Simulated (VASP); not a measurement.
Write the native input for VASP 6.6.1 that does the following.

| Item | Value |
| --- | --- |
| Task | single point |
| Functional | r2SCAN |
| Potentials or basis | VASP PAW PBE potentials, release 64 (Zn) |
| Cutoff | 520 eV |
| k mesh | 12 × 12 × 12 |
| Occupations | fermi-dirac, width 0.05 eV |
| Spin | no spin polarisation |
| Dipole correction | no |
| Further INCAR settings | ALGO = Normal; EDIFF = 1e-06; NBANDS = 12 |

Crystal: Zn.

```
Zn
1.0
    -1.58968    1.58968    1.58968
     1.58968   -1.58968    1.58968
     1.58968    1.58968   -1.58968
Zn
1
Direct
  0.00000 0.00000 0.00000
```

These files were run (other wordings do the same):

POSCAR

```
Zn
1.0
   -1.5896845915      1.5896845915      1.5896845915
    1.5896845915     -1.5896845915      1.5896845915
    1.5896845915      1.5896845915     -1.5896845915
Zn
1
Direct
    0.0000000000      0.0000000000      0.0000000000
```

INCAR.step1

```
SYSTEM = Zn
PREC = Accurate ; ENCUT = 520
ISMEAR = -1 ; SIGMA = 0.05
LREAL = .False. ; LASPH = .True.
NELM = 60 ; NBANDS = 12
GGA = PE ; ALGO = Normal
EDIFF = 1E-4 ; LWAVE = .True.
LCHARG = .False.
```

INCAR.step2

```
SYSTEM = Zn
PREC = Accurate ; ENCUT = 520
EDIFF = 1E-6 ; ISMEAR = -1
SIGMA = 0.05 ; LREAL = .False.
LASPH = .True. ; NELM = 60
ALGO = Normal ; ISIF = 2
LWAVE = .False. ; LCHARG = .False.
METAGGA = R2SCAN ; LMIXTAU = .True.
NBANDS = 12 ; ISTART = 1
```

KPOINTS

```
regular mesh
0
Gamma
  12 12 12
  0 0 0
```

Potentials or basis: VASP PAW PBE potentials, release 64 (Zn).

The run is started by

```console
$ cat potpaw_PBE.64/Zn/POTCAR > POTCAR
$ cp INCAR.step1 INCAR
$ mpirun -np 1 vasp_std > vasp.out
$ cp INCAR.step2 INCAR
$ mpirun -np 1 vasp_std > vasp.out
```

It gave:

The pressure is -6.9 GPa and the band gap on the k mesh is zero (band 6 reaches 7.07 eV, above the bottom of band 7 at 1.68 eV).

Caveat: the PAW data sets were made with another functional, which shifts forces and pressure a little.

It took 37 s on 1 thread of AMD EPYC 7R13 Processor (Zen 3), on a shared host, peak memory 0.1 GiB.
